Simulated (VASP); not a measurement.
Runs of VASP 6.6.1 on TiO2. The structure is that of space group P4_2/mnm (No. 136), or close to it. The cells are those of the table. 

```tsv
cell	gap on the mesh (eV)	pressure (GPa)	largest force (eV/Å)
a = 4.230, b = 4.230, c = 2.873 Å, 6 atoms	(a)	84.9	0.70
a = 4.413, b = 4.413, c = 2.753 Å, 6 atoms	3.30	69.0	1.67
a = 4.230, b = 4.230, c = 2.753 Å, 6 atoms	(c)	113.7	1.74
a = 4.230, b = 4.230, c = 2.993 Å, 6 atoms	3.29	(b)	0.03
```

Alike in all rows: task single point; level r2SCAN+U; potentials or basis VASP PAW PBE potentials, release 64 (Ti_sv, O); no spin polarisation; Ti d U = 4.0 eV; k mesh 6 × 6 × 8; cutoff (eV) 520; smearing gaussian 0.05 eV.

Q: Estimate the missing entries.

A: (a) 3.37; (b) 61.9; (c) 3.49.

Caveats: the PAW data sets were made with another functional, which shifts forces and pressure a little; the cell stands under pressure (at least some runs); the stress differs along the axes, from 57 to 93 GPa (at least some runs); the stress differs along the axes, from 104 to 133 GPa (at least some runs); the stress differs along the axes, from 50 to 68 GPa (at least some runs).

A k mesh can miss the band edges.
